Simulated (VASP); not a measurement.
A run of VASP 6.6.1 is set up as follows.

POSCAR

```
SiC
1.0
    3.0775605869      0.0000000000      0.0000000000
   -1.5387802934      2.6652456499      0.0000000000
    0.0000000000      0.0000000000     10.0767885418
Si C
4 4
Direct
    0.0000000000      0.0000000000      0.1878931860
    0.0000000000      0.0000000000      0.6878931860
    0.3333333333      0.6666666667      0.4378377595
    0.6666666667      0.3333333333      0.9378377595
    0.0000000000      0.0000000000      0.0004642968
    0.0000000000      0.0000000000      0.5004642968
    0.3333333333      0.6666666667      0.2498037577
    0.6666666667      0.3333333333      0.7498037577
```

The input INCAR.step1:

```
SYSTEM = SiC
PREC = Accurate
ENCUT = 520
ISMEAR = -1
SIGMA = 0.05
LREAL = .FALSE.
LASPH = .TRUE.
NELM = 60
NBANDS = 26
GGA = PE
ALGO = Normal
EDIFF = 1E-4
LWAVE = .TRUE.
LCHARG = .FALSE.
```

File INCAR.step2:

```
SYSTEM = SiC
PREC = Accurate
ENCUT = 520
EDIFF = 1E-6
ISMEAR = -1
SIGMA = 0.05
LREAL = .FALSE.
LASPH = .TRUE.
NELM = 60
ALGO = Normal
ISIF = 2
LWAVE = .FALSE.
LCHARG = .FALSE.
METAGGA = R2SCAN
LMIXTAU = .TRUE.
NBANDS = 26
ISTART = 1
```

File KPOINTS:

```
Automatic mesh
0
G
  10 10 3
  0 0 0
```

Potentials or basis: VASP PAW PBE potentials, release 64 (Si, C).

Run with:

```console
$ cat potpaw_PBE.64/Si/POTCAR potpaw_PBE.64/C/POTCAR > POTCAR
$ cp INCAR.step1 INCAR
$ mpirun -np 1 vasp_std > vasp.out
$ cp INCAR.step2 INCAR
$ mpirun -np 1 vasp_std > vasp.out
```

Problem. Predict the pressure.

Solution. -0.2 GPa.

Problem. Estimate the band gap on the k mesh.

Solution. 2.61 eV, indirect (least direct gap 3.79 eV).

Caveat: the PAW data sets were made with another functional, which shifts forces and pressure a little. A k mesh can miss the band edges.
